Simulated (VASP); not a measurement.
# WS2 (P6_3/mmc) in VASP: single point with PBE

Aim: the single point of WS2 with PBE.

All numbers are computed with VASP 6.6.1; they aren't measurements. Logs are shortened: lines on timing, memory, paths and dates and some standing lists are left out, and cuts for length are marked.

## (1) The cell of the first run

Symmetry: P6_3/mmc, No. 194, hexagonal system. Conventional cell: a = 3.188 Å, b = 3.188 Å, c = 14.775 Å, α = 90.00°, β = 90.00°, γ = 120.00°. W (site symmetry -6m2) has 6 S at 2.42 Å and 6 W at 3.19 Å within 3.2 Å. S (site symmetry 3m) has 3 W at 2.42 Å and 7 S at 3.14 to 3.19 Å within 3.2 Å.

## (2) Single point, PBE

Contents of INCAR:

```
ALGO = Normal
EDIFF = 1E-6
ENCUT = 520
GGA = PE
ISIF = 2
ISMEAR = 0
LASPH = T
LCHARG = F
LREAL = F
LWAVE = F
NBANDS = 35
NELM = 80
PREC = Accurate
SIGMA = 0.05
```

Contents of KPOINTS:

```
k-points
0
Gamma
  12 12 2
```

Contents of POSCAR:

```
WS2
1.0
    3.1877810946      0.0000000000      0.0000000000
   -1.5938905473      2.7606994096      0.0000000000
    0.0000000000      0.0000000000     14.7749679767
W S
2 4
Direct
    0.3333333333      0.6666666667      0.2500000000
    0.6666666667      0.3333333333      0.7500000000
    0.3333333333      0.6666666667      0.6436696682
    0.6666666667      0.3333333333      0.1436696682
    0.3333333333      0.6666666667      0.8563303318
    0.6666666667      0.3333333333      0.3563303318
```

Potentials or basis: VASP PAW PBE potentials, release 64 (W_sv, S).

Started as:

```bash
cat potpaw_PBE.64/W_sv/POTCAR potpaw_PBE.64/S/POTCAR > POTCAR
mpirun -np 1 vasp_std > vasp.out
```

OUTCAR:

```text
EDIFF = 1E-6
   ENCUT = 520
   GGA = PE
   ISIF = 2
   ISMEAR = 0
   LASPH = T
   LREAL = F
   NELM = 80
   PREC = Accurate

 ion  position               nearest neighbor table
   1  0.333  0.667  0.250-   4 2.42   6 2.42   4 2.42   6 2.42   4 2.42   6 2.42
   2  0.667  0.333  0.750-   3 2.42   5 2.42   3 2.42   5 2.42   3 2.42   5 2.42
   3  0.333  0.667  0.644-   2 2.42   2 2.42   2 2.42
   4  0.667  0.333  0.144-   1 2.42   1 2.42   1 2.42
   5  0.333  0.667  0.856-   2 2.42   2 2.42   2 2.42
   6  0.667  0.333  0.356-   1 2.42   1 2.42   1 2.42

  LATTYP: Found a hexagonal cell.
 ALAT       =     3.1877810946
 C/A-ratio  =     4.6348753375

  Lattice vectors:

 A1 = (   3.1877810946,   0.0000000000,   0.0000000000)
 A2 = (  -1.5938905473,   2.7606994096,   0.0000000000)
 A3 = (   0.0000000000,   0.0000000000,  14.7749679767)

Analysis of symmetry for initial positions (statically):
=====================================================================
 Subroutine PRICEL returns:
 Original cell was already a primitive cell.

 Routine SETGRP: Setting up the symmetry group for a
 hexagonal supercell.

 Subroutine GETGRP returns: Found 24 space group operations
 (whereof 12 operations were pure point group operations)
 out of a pool of 24 trial point group operations.

The static configuration has the point symmetry D_3d.
 The point group associated with its full space group is D_6h.

Analysis of symmetry for dynamics (positions and initial velocities):
=====================================================================
 Subroutine PRICEL returns:
 Original cell was already a primitive cell.

 Routine SETGRP: Setting up the symmetry group for a
 hexagonal supercell.

 Subroutine GETGRP returns: Found 24 space group operations
 (whereof 12 operations were pure point group operations)
 out of a pool of 24 trial point group operations.

The dynamic configuration has the point symmetry D_3d.
 The point group associated with its full space group is D_6h.

 Subroutine INISYM returns: Found 24 space group operations
 (whereof 12 operations are pure point group operations),
 and found     1 'primitive' translations

----------------------------------------------------------------------------------------

                                     Primitive cell

  volume of cell :     130.0272

  direct lattice vectors                    reciprocal lattice vectors
     3.187781095  0.000000000  0.000000000     0.313697826  0.181113524  0.000000000
    -1.593890547  2.760699410  0.000000000     0.000000000  0.362227049  0.000000000
     0.000000000  0.000000000 14.774967977     0.000000000  0.000000000  0.067682042

  length of vectors
     3.187781095  3.187781095 14.774967977     0.362227049  0.362227049  0.067682042

  position of ions in fractional coordinates (direct lattice)
     0.333333333  0.666666667  0.250000000
     0.666666667  0.333333333  0.750000000
     0.333333333  0.666666667  0.643669668
     0.666666667  0.333333333  0.143669668
     0.333333333  0.666666667  0.856330332
     0.666666667  0.333333333  0.356330332

  ion indices of the primitive-cell ions
   primitive index   ion index
                 1           1
                 2           2
                 3           3
                 4           4
                 5           5
                 6           6

----------------------------------------------------------------------------------------

 KPOINTS: k-points

Automatic generation of k-mesh.
 Grid dimensions read from file:
 generate k-points for:   12   12    2

 Generating k-lattice:

  Cartesian coordinates                     Fractional coordinates (reciprocal lattice)
     0.026141486  0.015092794  0.000000000     0.083333333  0.000000000  0.000000000
     0.000000000  0.030185587  0.000000000     0.000000000  0.083333333  0.000000000
     0.000000000  0.000000000  0.033841021     0.000000000  0.000000000  0.500000000

  Length of vectors
     0.030185587  0.030185587  0.033841021

  Shift w.r.t. Gamma in fractional coordinates (k-lattice)
     0.000000000  0.000000000  0.000000000

 Subroutine IBZKPT returns following result:
 ===========================================

 Found     38 irreducible k-points:

 Following reciprocal coordinates:
            Coordinates               Weight
  0.000000  0.000000  0.000000      1.000000
  0.083333  0.000000  0.000000      6.000000
  0.166667  0.000000  0.000000      6.000000
  0.250000  0.000000  0.000000      6.000000
  0.333333 -0.000000  0.000000      6.000000
  0.416667 -0.000000  0.000000      6.000000
[... 16 lines left out ...]
  0.250000  0.000000  0.500000      6.000000
  0.333333 -0.000000  0.500000      6.000000
 [... further k-points ...]
   k-points           NKPTS =     38   k-points in BZ     NKDIM =     38   number of bands    NBANDS=     35
   number of dos      NEDOS =    301   number of ions     NIONS =      6
   total plane-waves  NPLWV =  64512
   dimension x,y,z NGX =    24 NGY =   24 NGZ =  112
   dimension x,y,z NGXF=    48 NGYF=   48 NGZF=  224
   ions per type =               2   4
   NGX,Y,Z   is equivalent  to a cutoff of  12.52, 12.52, 12.60 a.u.
   NGXF,Y,Z  is equivalent  to a cutoff of  25.03, 25.03, 25.20 a.u.
 SYSTEM =  unknown system
   PREC   = accura    normal or accurate (medium, high low for compatibility)
   ISTART =      0    job   : 0-new  1-cont  2-samecut
   ICHARG =      2    charge: 1-file 2-atom 10-const
   ISPIN  =      1    spin polarized calculation?
   LNONCOLLINEAR =      F non collinear calculations
   LSORBIT =      F    spin-orbit coupling
   LASPH  =      T    aspherical Exc in radial PAW
   ENCUT  =  520.0 eV  38.22 Ry    6.18 a.u.   5.93  5.93 27.47*2*pi/ulx,y,z
   NELM   =     80;   NELMIN=  2; NELMDL= -5     # of ELM steps
   EDIFF  = 0.1E-05   stopping-criterion for ELM
   LREAL  =      F    real-space projection
   EDIFFG = 0.1E-04   stopping-criterion for IOM
   NSW    =      0    number of steps for IOM
   IBRION =     -1    ionic relax: 0-MD 1-quasi-New 2-CG
   NFREE  =      0    steps in history (QN), initial steepest desc. (CG)
   ISIF   =      2    stress and relaxation
   ISYM   =      2    0-nonsym 1-usesym 2-fastsym
   POTIM  = 0.5000    time-step for ionic-motion
   TEBEG  =    0.0;   TEEND  =   0.0 temperature during run
   PSTRESS=    0.0 pullay stress
   NELECT =      52.0000    total number of electrons
   NUPDOWN=      -1.0000    fix difference up-down
   EMIN   =  10.00;   EMAX   =-10.00  energy-range for DOS
   EFERMI =   0.00;   METHOD = LEGACY
   ISMEAR =     0;   SIGMA  =   0.05  broadening in eV -4-tet -1-fermi 0-gaus
   EFERMI_NEDOS =   21; number of points for ismear=-14 and -15
   IALGO  =     38    algorithm
   IMIX   =      4    mixing-type and parameters
     AMIX     =   0.40;   BMIX     =  1.00
     AMIX_MAG =   1.60;   BMIX_MAG =  1.00
  volume/ion in A,a.u.               =      21.67       146.24
  Fermi-wavevector in a.u.,A,eV,Ry     =   1.206140  2.279275 19.793413  1.454775
  Thomas-Fermi vector in A             =   2.341816
   LORBIT       =      0    0 simple, 1 ext, 2 COOP (PROOUT), +10 PAW based schemes
   GGA     = PE    functional components
   LHFCALC =     F    Hartree Fock is set to
   AEXX    =    0.0000 exact exchange contribution
   IVDW    =     0    specifies the selected vdW correction
   LEPSILON=     F    determine dielectric tensor
   LRPA    =     F    only Hartree local field effects (RPA)
 non-spin polarized calculation
 Gauss-broadening in eV      SIGMA  =   0.05
  energy-cutoff  :      520.00
  volume of cell :      130.03
 maximum number of plane-waves:      3524
 NGX is ok and might be reduce to    24
   NGX = 11   NGY = 11   NGZ = 55

 number of electron      52.0000004 magnetization

 Free energy of the ion-electron system (eV)
  ---------------------------------------------------
  ext. energy  EPLUGINS =         0.00000000
  ---------------------------------------------------
  free energy    TOTEN  =       -47.36389253 eV

  energy without entropy =      -47.36389253  energy(sigma->0) =      -47.36389253

 E-fermi :   5.1068     XC(G=0):  -9.5405

 val. band max:        4.7563670088   @ k =   0.0000   0.0000   0.0000
 cond. band min:       6.3873325474   @ k =   0.3333   0.3333   0.0000
 fundamental gap:      1.6309655386
 Fermi energy:         5.1067958217

 k-point     1 :       0.0000    0.0000    0.0000
  band No.  band energies     occupation
      1     -69.4669      2.00000
      2     -69.4669      2.00000
      3     -33.6949      2.00000
      4     -33.6949      2.00000
      5     -33.5511      2.00000
      6     -33.5511      2.00000
[... 27 lines left out ...]
     34       7.6001      0.00000
     35       9.6177      0.00000

 k-point     2 :       0.0833    0.0000    0.0000
  band No.  band energies     occupation
      1     -69.4658      2.00000
      2     -69.4658      2.00000
      3     -33.6910      2.00000
      4     -33.6910      2.00000
      5     -33.5733      2.00000
      6     -33.5733      2.00000
[... 27 lines left out ...]
     34       7.6590      0.00000
     35      10.1021      0.00000

 k-point     3 :       0.1667    0.0000    0.0000
  band No.  band energies     occupation
      1     -69.4628      2.00000
      2     -69.4628      2.00000
      3     -33.6801      2.00000
      4     -33.6801      2.00000
      5     -33.6337      2.00000
      6     -33.6337      2.00000
[... 27 lines left out ...]
     34       8.1490      0.00000
     35      10.9086      0.00000

 k-point     4 :       0.2500    0.0000    0.0000
  band No.  band energies     occupation
      1     -69.4588      2.00000
      2     -69.4588      2.00000
      3     -33.7151      2.00000
      4     -33.7151      2.00000
      5     -33.6652      2.00000
      6     -33.6652      2.00000
[... 27 lines left out ...]
     34       8.6597      0.00000
     35      11.2707      0.00000

 k-point     5 :       0.3333   -0.0000    0.0000
  band No.  band energies     occupation
      1     -69.4547      2.00000
      2     -69.4547      2.00000
      3     -33.7954      2.00000
      4     -33.7954      2.00000
      5     -33.6503      2.00000
      6     -33.6502      2.00000
[... 638 lines left out ...]
 k-point    22 :       0.1667    0.0000    0.5000
  band No.  band energies     occupation
      1     -69.4628      2.00000
      2     -69.4628      2.00000
      3     -33.6801      2.00000
      4     -33.6801      2.00000
      5     -33.6337      2.00000
      6     -33.6337      2.00000
[... 27 lines left out ...]
     34       8.1428      0.00000
     35      11.1391      0.00000

 k-point    23 :       0.2500    0.0000    0.5000
  band No.  band energies     occupation
      1     -69.4588      2.00000
      2     -69.4588      2.00000
      3     -33.7151      2.00000
      4     -33.7151      2.00000
      5     -33.6652      2.00000
      6     -33.6652      2.00000
[... 27 lines left out ...]
     34       8.6475      0.00000
     35      11.4800      0.00000

 k-point    24 :       0.3333   -0.0000    0.5000
  band No.  band energies     occupation
      1     -69.4547      2.00000
      2     -69.4547      2.00000
      3     -33.7954      2.00000
      4     -33.7954      2.00000
      5     -33.6503      2.00000
      6     -33.6503      2.00000
[... 27 lines left out ...]
     34       9.0132      0.00000
     35      11.2215      0.00000

 [... further k-points ...]

------------------------ aborting loop because EDIFF is reached ----------------------------------------

  FORCE on cell =-STRESS in cart. coord.  units (eV):
  Direction    XX          YY          ZZ          XY          YZ          ZX
  --------------------------------------------------------------------------------------
  -------------------------------------------------------------------------------------
  Total       -0.0254935     -0.0254935     -0.0200779      0.0000000      0.0000000      0.0000000
  in kB       -0.3141271     -0.3141271     -0.2473976      0.0000000      0.0000000      0.0000000
  external PRESSURE =      -0.2918839 kB  Pullay stress =       0.0000000 kB

 VOLUME and BASIS-vectors are now :
 -----------------------------------------------------------------------------
  energy-cutoff  :      520.00
  volume of cell :      130.03
      direct lattice vectors                 reciprocal lattice vectors
     3.187781095  0.000000000  0.000000000     0.313697826  0.181113524  0.000000000
    -1.593890547  2.760699410  0.000000000     0.000000000  0.362227049  0.000000000
     0.000000000  0.000000000 14.774967977     0.000000000  0.000000000  0.067682042

 POSITION                                       TOTAL-FORCE (eV/Angst)
 -----------------------------------------------------------------------------------
     -0.00000      1.84047      3.69374         0.000000      0.000000      0.000000
      1.59389      0.92023     11.08123        -0.000000     -0.000000      0.000000
     -0.00000      1.84047      9.51020         0.000000     -0.000000     -0.003544
      1.59389      0.92023      2.12271         0.000000      0.000000     -0.003544
     -0.00000      1.84047     12.65225         0.000000      0.000000      0.003544
      1.59389      0.92023      5.26477        -0.000000      0.000000      0.003544
 -----------------------------------------------------------------------------------
    total drift:                               -0.000000      0.000000     -0.000000

  FREE ENERGIE OF THE ION-ELECTRON SYSTEM (eV)
  ---------------------------------------------------
  free  energy   TOTEN  =       -47.3638925279 eV

  energy  without entropy=      -47.3638925279  energy(sigma->0) =      -47.36389253
```

Wall time 2.1 min (1 thread of AMD EPYC 7R13 (Zen 3), shared host); peak memory 0.28 GiB.

Results:

```
Free energy            : -47.3639 eV
Pressure               : 0.0 GPa
Largest force          : 0.004 eV/Å
Band gap on the k mesh : 1.63 eV (least direct gap 1.80 eV)
```

Forces on the atoms (eV/Å):
```
W    0.000  0.000  0.000
W    0.000  0.000  0.000
S    0.000  0.000 -0.004
S    0.000  0.000 -0.004
S    0.000  0.000  0.004
S    0.000  0.000  0.004
```

Levels at points of the mesh, in eV from the valence-band top:
```csv
k point,band 22,band 23,band 24,band 25,band 26,band 27,band 28,band 29,band 30,band 31
"(0.00, 0.00, 0.00)",-1.80,-1.80,-1.80,-0.43,0.00,2.69,2.69,2.69,2.69,2.83
"(0.50, 0.00, 0.00)",-2.32,-1.47,-1.45,-1.12,-1.10,2.65,2.65,3.07,3.13,3.73
"(0.00, 0.00, 0.50)",-1.80,-1.80,-1.80,-0.18,-0.18,2.69,2.69,2.69,2.69,2.84
"(0.50, 0.00, 0.50)",-2.32,-1.46,-1.46,-1.11,-1.11,2.65,2.65,3.10,3.10,3.85
```

Caveat: spin-orbit coupling is left out, which moves the levels of the heavy elements; this functional lacks dispersion, which binds layers or chains, so the pressure and a relaxed spacing across them are unreliable.
